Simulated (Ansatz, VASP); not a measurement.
**AlPd4: VASP beside Ansatz**

INCAR

```
SYSTEM = AlPd4
PREC     = Accurate       ! precision mode
ENCUT    = 600            ! plane-wave cutoff, eV
EDIFF    = 1E-6           ! SCF threshold, eV
ISMEAR   = 0              ! smearing method
SIGMA    = 0.1            ! smearing width, eV
LREAL    = .False.        ! projectors in reciprocal space
LASPH    = .True.         ! aspherical terms in the spheres
NELM     = 100            ! most SCF steps
ALGO     = Normal         ! electronic algorithm
ISIF     = 3              ! what is computed and relaxed
LWAVE    = .False.        ! write WAVECAR
LCHARG   = .False.        ! write CHGCAR
GGA      = PE             ! functional
IBRION   = 2              ! ionic algorithm
NSW      = 90             ! ionic steps
EDIFFG   = -0.04          ! ionic threshold
```

Contents of KPOINTS:

```
regular mesh
0
Gamma
  6 6 2
  0 0 0
```

The input POSCAR:

```
AlPd4
1.0
    2.8891903600      0.0000000000      0.0000000000
   -1.4445951800      2.5021122500      0.0000000000
    0.0000000000      0.0000000000      9.2901378300
Al Pd
1 4
Direct
    0.0000000000      0.0000000000      0.0000000000
    0.3333333300      0.6666666700      0.8658552800
    0.3333333300      0.6666666700      0.3767953500
    0.6666666700      0.3333333300      0.1341447200
    0.6666666700      0.3333333300      0.6232046500
```

Input for Ansatz:

```yaml
crystal:
  lattice:
    - [2.88919036, 0.0, 0.0]
    - [-1.44459518, 2.50211225, 0.0]
    - [0.0, 0.0, 9.29013783]
  atoms:
    - { symbol: Al, position: [0.0, 0.0, 0.0] }
    - { symbol: Pd, position: [0.33333333, 0.66666667, 0.86585528] }
    - { symbol: Pd, position: [0.33333333, 0.66666667, 0.37679535] }
    - { symbol: Pd, position: [0.66666667, 0.33333333, 0.13414472] }
    - { symbol: Pd, position: [0.66666667, 0.33333333, 0.62320465] }
basis:
  ecutwfc: 420
kpoints:
  mp_grid: { grid: [6, 6, 2] }
hamiltonian:
  xc: pbe
scf:
  occupations: { method: gaussian, width: 0.1 }
  lower_state_search: "off"
output:
  forces: true
  stress: true
  eigenvalues: true
relax:
  adjacent_minimum: "off"
  f_tol: 0.04
  max_steps: 70
  cell: { stress_tol: 0.4 }
```

Change from the starting cell: species swapped into the Co4H type (P-3m1, No. 164).

Alike in both runs: task relaxation of cell and atoms; functional PBE; k mesh 6 × 6 × 2; occupations gaussian, width 0.1 eV; no spin polarisation.

|  | VASP | Ansatz |
| --- | --- | --- |
| version | VASP 6.6.1 | Ansatz 0.2.0 |
| potentials or method | VASP PAW PBE potentials, release 64 (Al, Pd), cutoff 600 eV | scalar-relativistic, plane waves, PAW |
| valence electrons in the cell | 43 | 75 |

Ansatz gave:

* gap on the k mesh at the Fermi level, each at its own relaxed structure (eV): none
* relaxed volume (Å³/atom): 15.17
* relaxed cell length with the largest relative difference (Å): 10.791

**Question.** Which values does VASP return?

**Answer.** gap on the k mesh at the Fermi level, each at its own relaxed structure (eV): none; relaxed volume (Å³/atom): 15.15; relaxed cell length with the largest relative difference (Å): 10.810.

A gap of «none» marks a metal or a gap that the smearing closes. VASP's potentials hold 43 valence electrons a cell and Ansatz's 75, so a difference there can come from the potentials and not from the codes.

The k mesh is coarse, so the values compare programs but aren't converged. Noted on VASP's run: too few bands were computed for a metal, which touches its energy and stress.
